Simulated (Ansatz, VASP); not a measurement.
# One calculation of Cd, two programs

```xyz
1
Lattice="1.6080 0.9284 2.4493 -1.6080 0.9284 2.4493 0.0000 -1.8568 2.4493" Properties=species:S:1:pos:R:3 pbc="T T T"
Cd    0.0000    0.0000    0.0000
```

Alike in both runs: functional r2SCAN; dispersion rVV10; k mesh 9 × 9 × 9; occupations gaussian, width 0.15 eV; no spin polarisation.

```csv
,VASP,Ansatz
version,VASP 6.6.1,Ansatz 0.2.0
potentials or method,"VASP PAW PBE potentials, release 64 (Cd)",SSSP efficiency PAW
plane-wave cutoff (eV),520,1361
valence electrons in the cell,12,20
task,single point,density of states
```

|  | VASP | Ansatz | Ansatz less VASP |
| --- | --- | --- | --- |
| gap on the k mesh at the Fermi level (eV) | none | none | - |
| pressure (GPa) | -1.0 | -1.5 | -0.57 |
| traceless stress, the component that is largest in VASP (GPa) | -0.62 | -0.70 | -0.072 |

VASP's potentials were made for PBE, not for r2SCAN. A gap of «none» marks a metal or a gap that the smearing closes. VASP's potentials hold 12 valence electrons a cell and Ansatz's 20, so a difference there can come from the potentials and not from the codes.
